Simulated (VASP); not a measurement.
# BeS (m.eB) (F-43m) in VASP: notebook, part 2 of 2

VASP 6.6.1. Earlier steps stand in the parts before.

## 3. Single point, PBE

File INCAR:

```
SYSTEM = BeS
  PREC = Accurate
  ENCUT = 600
  EDIFF = 1E-6
  ISMEAR = 0
  SIGMA = 0.02
  LREAL = .False.
  LASPH = .True.
  NELM = 120
  ALGO = Normal
  ISIF = 2
  LWAVE = .False.
  LCHARG = .True.
  GGA = PE
  LELF = .True.
  LVHAR = .True.
  NBANDS = 16
  GGA_COMPAT = .False.
```

File KPOINTS:

```
Automatic mesh
0
Gamma
  8 6 8
  0 0 0
```

File POSCAR:

```
BeS
1.0
    3.4476910802      0.0000000000      0.0000000000
    0.0000000000      4.8757715036      0.0000000000
    0.0000000000      0.0000000000      3.4476910802
Be S
2 2
Direct
    0.0000000000      0.0000000000      0.0000000000
    0.5000000000      0.5000000000      0.5000000000
    0.5000000000      0.2500000000      0.0000000000
    1.0000000000      0.7500000000      0.5000000000
```

Potentials or basis: VASP PAW PBE potentials, release 64 (Be, S).

Started as:

```
cat potpaw_PBE.64/Be/POTCAR potpaw_PBE.64/S/POTCAR > POTCAR
mpirun -np 1 vasp_std > vasp.out
```

OUTCAR:

```text
SYSTEM = BeS
   PREC = Accurate
   ENCUT = 600
   EDIFF = 1E-6
   ISMEAR = 0
   LREAL = .False.
   LASPH = .True.
   NELM = 120
   ISIF = 2
   GGA = PE

 ion  position               nearest neighbor table
   1  0.000  0.000  0.000-   3 2.11   4 2.11   4 2.11   3 2.11
   2  0.500  0.500  0.500-   3 2.11   4 2.11   3 2.11   4 2.11
   3  0.500  0.250  0.000-   1 2.11   2 2.11   2 2.11   1 2.11
   4  0.000  0.750  0.500-   1 2.11   2 2.11   1 2.11   2 2.11

  LATTYP: Found a simple tetragonal cell.
 ALAT       =     3.4476910802
 C/A-ratio  =     1.4142135679

  Lattice vectors:

 A1 = (  -3.4476910802,   0.0000000000,   0.0000000000)
 A2 = (   0.0000000000,   0.0000000000,   3.4476910802)
 A3 = (   0.0000000000,   4.8757715036,   0.0000000000)

Analysis of symmetry for initial positions (statically):
=====================================================================
 Subroutine PRICEL returns following result:

  LATTYP: Found a face centered cubic cell.
 ALAT       =     4.8757714940

  Lattice vectors:

 A1 = (  -1.7238455401,   2.4378857518,   1.7238455401)
 A2 = (  -0.0000000000,   0.0000000000,   3.4476910802)
 A3 = (   1.7238455401,   2.4378857518,   1.7238455401)

   2 primitive cells build up your supercell.

 Routine SETGRP: Setting up the symmetry group for a
 simple tetragonal supercell.

 Subroutine GETGRP returns: Found  8 space group operations
 (whereof  8 operations were pure point group operations)
 out of a pool of 16 trial point group operations.

The static configuration has the point symmetry D_2d.

Analysis of symmetry for dynamics (positions and initial velocities):
=====================================================================
 Subroutine PRICEL returns following result:

  LATTYP: Found a face centered cubic cell.
 ALAT       =     4.8757714940

  Lattice vectors:
[... 127 lines left out ...]
   EMIN   =  10.00;   EMAX   =-10.00  energy-range for DOS
   EFERMI =   0.00;   METHOD = LEGACY
   ISMEAR =     0;   SIGMA  =   0.02  broadening in eV -4-tet -1-fermi 0-gaus
   EFERMI_NEDOS =   21; number of points for ismear=-14 and -15
   IALGO  =     38    algorithm
   IMIX   =      4    mixing-type and parameters
     AMIX     =   0.40;   BMIX     =  1.00
     AMIX_MAG =   1.60;   BMIX_MAG =  1.00
  volume/ion in A,a.u.               =      14.49        97.78
  Fermi-wavevector in a.u.,A,eV,Ry     =   1.065978  2.014406 15.460417  1.136309
  Thomas-Fermi vector in A             =   2.201547
   LORBIT       =      0    0 simple, 1 ext, 2 COOP (PROOUT), +10 PAW based schemes
   GGA     = PE    functional components
   LHFCALC =     F    Hartree Fock is set to
   AEXX    =    0.0000 exact exchange contribution
   IVDW    =     0    specifies the selected vdW correction
   LEPSILON=     F    determine dielectric tensor
   LRPA    =     F    only Hartree local field effects (RPA)
 non-spin polarized calculation
 Gauss-broadening in eV      SIGMA  =   0.02
  energy-cutoff  :      600.00
  volume of cell :       57.96
 maximum number of plane-waves:      1964
 NGX is ok and might be reduce to    28
   NGX = 13   NGY = 19   NGZ = 13

 number of electron      16.0000002 magnetization

 Free energy of the ion-electron system (eV)
  ---------------------------------------------------
  ext. energy  EPLUGINS =         0.00000000
  ---------------------------------------------------
  free energy    TOTEN  =       -20.02736130 eV

  energy without entropy =      -20.02736130  energy(sigma->0) =      -20.02736130

 E-fermi :   4.1368     XC(G=0):  -9.6651

 val. band max:        4.0111861871   @ k =   0.0000   0.0000   0.0000
 cond. band min:       7.1573560061   @ k =   0.5000   0.0000   0.5000
 fundamental gap:      3.1461698190
 Fermi energy:         4.1367573304

 k-point     1 :       0.0000    0.0000    0.0000
  band No.  band energies     occupation
      1      -9.5753      2.00000
      2      -7.4806      2.00000
      3      -0.9271      2.00000
      4       1.4247      2.00000
      5       1.4247      2.00000
      6       4.0112      2.00000
[... 433 lines left out ...]
      3      -0.3084      2.00000
      4      -0.3084      2.00000
      5       1.0367      2.00000
      6       1.0367      2.00000
[... 8 lines left out ...]
     15      13.7485      0.00000
     16      13.7485      0.00000

 [... further k-points ...]
[... 5 lines left out ...]
  --------------------------------------------------------------------------------------
  -------------------------------------------------------------------------------------
  Total        0.0252546      0.0235398      0.0252546      0.0000000      0.0000000      0.0000000
  in kB        0.6981534      0.6507485      0.6981534      0.0000000      0.0000000      0.0000000
  external PRESSURE =       0.6823518 kB  Pullay stress =       0.0000000 kB

 VOLUME and BASIS-vectors are now :
 -----------------------------------------------------------------------------
  energy-cutoff  :      600.00
  volume of cell :       57.96
      direct lattice vectors                 reciprocal lattice vectors
     3.447691080  0.000000000  0.000000000     0.290049188  0.000000000  0.000000000
     0.000000000  4.875771504  0.000000000     0.000000000  0.205095747  0.000000000
     0.000000000  0.000000000  3.447691080     0.000000000  0.000000000  0.290049188

 POSITION                                       TOTAL-FORCE (eV/Angst)
 -----------------------------------------------------------------------------------
      0.00000      0.00000      0.00000        -0.000000     -0.000000     -0.000000
      1.72385      2.43789      1.72385        -0.000000     -0.000000     -0.000000
      1.72385      1.21894      0.00000         0.000000      0.000000      0.000000
      0.00000      3.65683      1.72385         0.000000      0.000000     -0.000000
 -----------------------------------------------------------------------------------
    total drift:                               -0.000000     -0.000000      0.000000

  FREE ENERGIE OF THE ION-ELECTRON SYSTEM (eV)
  ---------------------------------------------------
  free  energy   TOTEN  =       -20.0273613041 eV

  energy  without entropy=      -20.0273613041  energy(sigma->0) =      -20.02736130
```

OSZICAR:

```text
N       E                     dE             d eps       ncg     rms          rms(c)
DAV:   1     0.601228755249E+02    0.60123E+02   -0.74438E+03  1920   0.970E+02
DAV:   2    -0.156005368983E+02   -0.75723E+02   -0.68667E+02  2816   0.170E+02
DAV:   3    -0.203044402291E+02   -0.47039E+01   -0.46743E+01  2688   0.454E+01
DAV:   4    -0.203598525598E+02   -0.55412E-01   -0.55398E-01  2392   0.592E+00
DAV:   5    -0.203609211359E+02   -0.10686E-02   -0.10685E-02  2712   0.836E-01    0.785E+00
DAV:   6    -0.201005985243E+02    0.26032E+00   -0.19261E-01  2176   0.225E+00    0.534E+00
DAV:   7    -0.200270339418E+02    0.73565E-01   -0.23748E-01  2512   0.266E+00    0.109E+00
DAV:   8    -0.200272130134E+02   -0.17907E-03   -0.14358E-02  2360   0.703E-01    0.162E-01
DAV:   9    -0.200272774655E+02   -0.64452E-04   -0.10303E-03  2392   0.203E-01    0.450E-02
DAV:  10    -0.200273322062E+02   -0.54741E-04   -0.77221E-05  2560   0.512E-02    0.182E-02
DAV:  11    -0.200273609359E+02   -0.28730E-04   -0.38092E-05  2192   0.384E-02    0.113E-02
DAV:  12    -0.200273613041E+02   -0.36819E-06   -0.78282E-07  2288   0.538E-03
   1 F= -.20027361E+02 E0= -.20027361E+02  d E =-.668703E-21
```

stdout:

```text
POSCAR found type information on POSCAR BeS
 POSCAR found :  2 types and       4 ions
 scaLAPACK will be used
 LDA part: xc-table for (Slater+PW92), standard interpolation
 POSCAR, INCAR and KPOINTS ok, starting setup
 FFT: planning ... GRIDC
 FFT: planning ... GRID_SOFT
 FFT: planning ... GRID
 WAVECAR not read
 entering main loop
```

It took 61 s on 1 thread of AMD EPYC 7R13, shared host; peak memory 0.18 GiB.

Results:

* Free energy: -20.0274 eV
* Pressure: 0.1 GPa
* Band gap on the k mesh: 3.15 eV

A k mesh can miss the band edges. PBE gaps usually lie below the measured ones, often by a third to a half.

## 4. Single point, PBE

File INCAR:

```
ALGO = Normal ; EDIFF = 1E-6
ENCUT = 600 ; GGA = PE
GGA_COMPAT = F ; ISIF = 2
ISMEAR = 0 ; LASPH = T
LCHARG = F ; LREAL = F
LWAVE = F ; NBANDS = 16
NELM = 120 ; PREC = Accurate
SIGMA = 0.02
```

File KPOINTS:

```
k-points
0
Gamma
  8 6 8
```

File POSCAR:

```
BeS
1.0
    3.4476910879      0.0000000000      0.0000000000
    0.0000000000      4.8757715036      0.0000000000
    0.0000000000      0.0000000000      3.4476910726
Be S
2 2
Direct
    0.0000000000      0.0000000000      0.0000000000
    0.5000000000      0.5000000000      0.5000005000
    0.5000000000      0.2500000000      0.0000000000
    1.0000000000      0.7500000000      0.5000005000
```

Started as:

```
cat potpaw_PBE.64/Be/POTCAR potpaw_PBE.64/S/POTCAR > POTCAR
mpirun -np 1 vasp_std > vasp.out
```

Wall time 60 s (1 thread of AMD EPYC 7R13, shared host); peak memory 0.18 GiB.

It converged, with:

* Free energy: -20.0274 eV
* Pressure: 0.1 GPa
* Band gap on the k mesh: 3.15 eV

Levels at points of the mesh, in eV from the valence-band top:
```csv
k point,band 4,band 5,band 6,band 7,band 8,band 9,band 10,band 11,band 12,band 13
"(0.00, 0.00, 0.00)",-2.59,-2.59,0.00,0.00,0.00,3.15,4.93,5.68,5.68,5.68
"(0.50, 0.00, 0.00)",-4.35,-3.03,-3.03,-1.09,-1.09,5.86,5.86,7.82,7.82,8.31
"(0.00, 0.50, 0.00)",-2.71,-1.58,-1.58,-1.58,-1.58,4.46,4.46,6.59,6.59,8.66
"(0.50, 0.50, 0.00)",-5.69,-1.01,-1.01,-1.01,-1.01,5.42,5.42,6.57,6.57,6.57
"(0.50, 0.00, 0.50)",-4.94,-2.59,-2.59,-2.59,-2.59,3.15,3.15,4.93,4.93,12.65
"(0.50, 0.50, 0.50)",-4.19,-3.78,-3.78,-3.27,-3.27,6.46,6.46,8.11,8.11,8.38
```
